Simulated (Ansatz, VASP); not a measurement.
# One calculation of TaO, two programs

```
CELL_PARAMETERS angstrom
2.86787 0.00000 0.00000
0.00000 2.86787 0.00000
0.00000 0.00000 5.68296
ATOMIC_POSITIONS crystal
Ta 0.50000 0.00000 0.70863
Ta 0.00000 0.50000 0.29137
O 0.50000 0.00000 0.14015
O 0.00000 0.50000 0.85985
```

Alike in both runs: functional PBE; k mesh 16 × 16 × 8; occupations gaussian, width 0.1 eV; no spin polarisation.

Ansatz relaxed the structure, and its values are those at the end. VASP's run is a single point on that final structure, the one shown.

|  | VASP | Ansatz |
| --- | --- | --- |
| version | VASP 6.6.1 | Ansatz 0.2.0 |
| potentials or method | VASP PAW PBE potentials, release 64 (Ta_pv, O), cutoff 520 eV | scalar-relativistic, plane waves, PAW |
| valence electrons in the cell | 34 | 38 |

VASP gave:

| Quantity | Value |
| --- | --- |
| gap on the k mesh at the Fermi level (eV) | none |
| pressure (GPa) | 0.5 |
| rms of the force components (eV/Å) | 0.018 |

Problem. What did Ansatz give for the same quantities?

Solution. gap on the k mesh at the Fermi level (eV): none; pressure (GPa): 0.0; rms of the force components (eV/Å): 0.000.

A gap of «none» marks a metal or a gap that the smearing closes. The functional is the same, so the differences come from potentials, cutoffs and numerics. VASP's potentials hold 34 valence electrons a cell and Ansatz's 38, so a difference there can come from the potentials and not from the codes.

Spin-orbit coupling is off throughout.
